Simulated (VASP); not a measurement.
A run of VASP 6.6.1 is set up as follows.

File INCAR:

```
SYSTEM = Lu
PREC = Accurate
ENCUT = 520
EDIFF = 1E-8
ISMEAR = -1
SIGMA = 0.05
LREAL = .False.
LASPH = .True.
NELM = 80
ALGO = Normal
ISIF = 2
LWAVE = .False.
LCHARG = .False.
GGA = PE
LEFG = .True.
NBANDS = 18
```

The input KPOINTS:

```
regular mesh
0
Gamma
  15 15 15
  0 0 0
```

File POSCAR:

```
Lu
1.0
   -1.9541071088      1.9541071088      1.9541071088
    1.9541071088     -1.9541071088      1.9541071088
    1.9541071088      1.9541071088     -1.9541071088
Lu
1
Direct
    0.0000000000      0.0000000000      0.0000000000
```

Potentials or basis: VASP PAW PBE potentials, release 64 (Lu).

Command:

```console
$ cat potpaw_PBE.64/Lu/POTCAR > POTCAR
$ mpirun -np 1 vasp_std > vasp.out
```

(1) Estimate the pressure.

Results:

(1) -0.2 GPa.

Caveat: without QUAD_EFG the Cq values of the log hold for a quadrupole moment of 1 mb, not for the nuclei.
